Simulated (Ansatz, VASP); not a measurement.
**Two plane-wave programs on Cu3Te**

Contents of INCAR:

```
SYSTEM = Cu3Te
  PREC = Accurate
  ENCUT = 520
  EDIFF = 1E-7
  ISMEAR = -1
  SIGMA = 0.2
  LREAL = .FALSE.
  LASPH = .TRUE.
  NELM = 100
  ALGO = Normal
  ISIF = 2
  LWAVE = .FALSE.
  LCHARG = .FALSE.
  GGA = PE
  NBANDS = 28
```

The input KPOINTS:

```
regular mesh
0
G
  6 6 6
  0 0 0
```

The input POSCAR:

```
Cu3Te
1.0
    3.8660952710      0.0000000000      0.0000000000
    0.0000000000      3.8660952710      0.0000000000
    0.0000000000      0.0000000000      3.8660952710
Cu Te
3 1
Direct
    0.0000000000      0.5000000000      0.5000000000
    0.5000000000      0.0000000000      0.5000000000
    0.5000000000      0.5000000000      0.0000000000
    0.0000000000      0.0000000000      0.0000000000
```

Input for Ansatz:

```yaml
crystal:
  lattice:
    - [3.8660952709955754, 0.0, 0.0]
    - [0.0, 3.8660952709955754, 0.0]
    - [0.0, 0.0, 3.8660952709955754]
  atoms:
    - { symbol: Cu, position: [0.0, 0.5, 0.5] }
    - { symbol: Cu, position: [0.5, 0.0, 0.5] }
    - { symbol: Cu, position: [0.5, 0.5, 0.0] }
    - { symbol: Te, position: [0.0, 0.0, 0.0] }
kpoints:
  mp_grid:
    grid: [6, 6, 6]
hamiltonian:
  xc: pbe
  pseudopotentials:
    kind: nc
scf:
  n_extra_bands: 4
  mixing:
    algorithm: broyden
  occupations:
    method: fermi_dirac
    width: 0.2
  initial_density:
    normalization: atom
output:
  stress: true
```

Alike in both runs: task single point; functional PBE; k mesh 6 × 6 × 6; occupations fermi-dirac, width 0.2 eV; no spin polarisation.

|  | VASP | Ansatz |
| --- | --- | --- |
| version | VASP 6.6.1 | Ansatz 0.2.0 |
| potentials or method | VASP PAW PBE potentials, release 64 (Cu, Te) | plane waves, norm-conserving potentials |
| plane-wave cutoff (eV) | 520 | 1252 |
| valence electrons in the cell | 39 | 73 |

|  | VASP | Ansatz | Ansatz less VASP |
| --- | --- | --- | --- |
| pressure (GPa) | 8.4 | 8.3 | -0.18 |

The functional is the same, so the differences come from potentials, cutoffs and numerics. VASP's potentials hold 39 valence electrons a cell and Ansatz's 73, so a difference there can come from the potentials and not from the codes.

Neither program's run includes spin-orbit coupling.
